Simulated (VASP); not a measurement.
Wanted: the native input for a VASP 6.6.1 run.

| Item | Value |
| --- | --- |
| Task | single point |
| Functional | PBE |
| Potentials or basis | VASP PAW PBE potentials, release 64 (Zr_sv, C) |
| Cutoff | 520 eV |
| k mesh | 18 × 18 × 14 |
| Occupations | gaussian, width 0.1 eV |
| Spin | no spin polarisation |
| Dipole correction | no |
| Further INCAR settings | ALGO = Normal; EDIFF = 1e-06; NBANDS = 15 |

The structure of ZrC lies in POSCAR:

```
ZrC
1.0
    3.1817893844      0.0000000000      0.0000000000
    0.0000000000      3.1817893844      0.0000000000
    0.0000000000      0.0000000000      4.1181932045
Zr C
1 1
Direct
    0.5000000000      0.5000000000      0.0000000000
    0.0000000000      0.0000000000      0.0000000000
```

One way to write it, as run:

INCAR

```
SYSTEM = ZrC
PREC = Accurate
ENCUT = 520
EDIFF = 1E-6
ISMEAR = 0
SIGMA = 0.1
LREAL = .False.
LASPH = .True.
NELM = 100
ALGO = Normal
ISIF = 2
LWAVE = .False.
LCHARG = .False.
GGA = PE
NBANDS = 15
```

KPOINTS

```
Automatic mesh
0
Gamma
  18 18 14
  0 0 0
```

Potentials or basis: VASP PAW PBE potentials, release 64 (Zr_sv, C).

Command:

```console
$ cat potpaw_PBE.64/Zr_sv/POTCAR potpaw_PBE.64/C/POTCAR > POTCAR
$ mpirun -np 1 vasp_std > vasp.out
```

It gave:

```
Pressure               : 0.1 GPa
Band gap on the k mesh : zero (band 8 reaches 6.17 eV, above the bottom of band 9 at 3.85 eV)
```

It took 79 s on 1 thread of Intel(R) Xeon(R) 6975P-C (Granite Rapids), on a shared host, peak memory 0.37 GiB.
